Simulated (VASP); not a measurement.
A run of VASP 6.6.1:

The input INCAR:

```
PREC = Accurate
ENCUT = 600
EDIFF = 1E-6
ISMEAR = -5
SIGMA = 0.05
LREAL = F
LASPH = T
NELM = 200
ALGO = Normal
ISIF = 2
LWAVE = F
LCHARG = F
ISPIN = 2
MAGMOM = 0.855 0.145
LORBIT = 11
NUPDOWN = 1.0
GGA = LIBXC
LIBXC1 = GGA_X_PBE
LIBXC2 = GGA_C_PBE_SOL
NBANDS = 15
GGA_COMPAT = F
```

The input KPOINTS:

```
regular mesh
0
Gamma
  13 13 13
```

File POSCAR:

```
C
1.0
    0.0000000000      1.7592674508      1.7592674508
    1.7592674508      0.0000000000      1.7592674508
    1.7592674508      1.7592674508      0.0000000000
C
2
Direct
    0.7500000000      0.7500000000      0.7500000000
    0.5000000000      0.5000000000      0.5000000000
```

Potentials or basis: VASP PAW PBE potentials, release 64 (C).

Command:

```sh
$ cat potpaw_PBE.64/C/POTCAR > POTCAR
$ mpirun -np 1 vasp_std > vasp.out
```

Hardware: 1 thread of Intel(R) Xeon(R) 6975P-C (Granite Rapids), with other jobs on the host.

Q: How long does it take, and how much memory?

A: Wall time 18 s on 1 thread of Intel(R) Xeon(R) 6975P-C (Granite Rapids) (shared host), peak memory 0.14 GiB. Counts: scf iterations 12, k points 84.
